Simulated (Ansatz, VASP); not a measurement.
# Two plane-wave programs on WC

Contents of INCAR:

```
SYSTEM = WC
ALGO = Normal ; EDIFF = 1E-7
ENCUT = 520 ; GGA = PS
ISIF = 2 ; ISMEAR = 0
LASPH = .True. ; LCHARG = .True.
LELF = .True. ; LREAL = .False.
LVHAR = .True. ; LWAVE = .False.
NBANDS = 16 ; NELM = 100
PREC = Accurate ; SIGMA = 0.15
```

File KPOINTS:

```
k-points
0
Gamma
  18 18 16
  0 0 0
```

The input POSCAR:

```
WC
1.0
    2.9005014360      0.0000000000      0.0000000000
   -1.4502507180      2.5119079273      0.0000000000
    0.0000000000      0.0000000000      2.8290000000
W C
1 1
Direct
    0.0000000000      0.0000000000      0.0000000000
    0.6666666667      0.3333333333      0.3939554613
```

Input for Ansatz:

```yaml
crystal:
  lattice:
    - [2.900501436, 0.0, 0.0]
    - [-1.450250718, 2.5119079273, 0.0]
    - [0.0, 0.0, 2.829]
  atoms:
    - { symbol: W, position: [0.0, 0.0, 0.0] }
    - { symbol: C, position: [0.6666666667, 0.3333333333, 0.3939554613] }
basis:
  ecutwfc: 420
kpoints:
  mp_grid: { grid: [18, 18, 16] }
hamiltonian:
  xc: pbesol
scf:
  occupations: { method: gaussian, width: 0.15 }
output:
  forces: true
  stress: true
  eigenvalues: true
  write_density: true
  write_potential: true
  elf: true
  volumetric_format: npy
```

Alike in both runs: task single point; functional PBEsol; k mesh 18 × 18 × 16; occupations gaussian, width 0.15 eV; no spin polarisation.

|  | VASP | Ansatz |
| --- | --- | --- |
| version | VASP 6.6.1 | Ansatz 0.2.0 |
| potentials or method | VASP PAW PBE potentials, release 64 (W_sv, C), cutoff 520 eV | scalar-relativistic, plane waves, PAW |
| valence electrons in the cell | 18 | 18 |

VASP gave:

```
gap on the k mesh at the Fermi level (eV)                     : none
pressure (GPa)                                                : 21.0
traceless stress, the component that is largest in VASP (GPa) : 0.84
rms of the force components (eV/Å)                            : 2.877
```

Estimate Ansatz's values.

gap on the k mesh at the Fermi level (eV): none; pressure (GPa): 19.5; traceless stress, the component that is largest in VASP (GPa): 0.76; rms of the force components (eV/Å): 2.846.

VASP's potentials were made for PBE, not for PBEsol. Atom by atom the forces differ by 0.031 eV/Å (rms over components). A gap of «none» marks a metal or a gap that the smearing closes.

Neither program's run includes spin-orbit coupling.
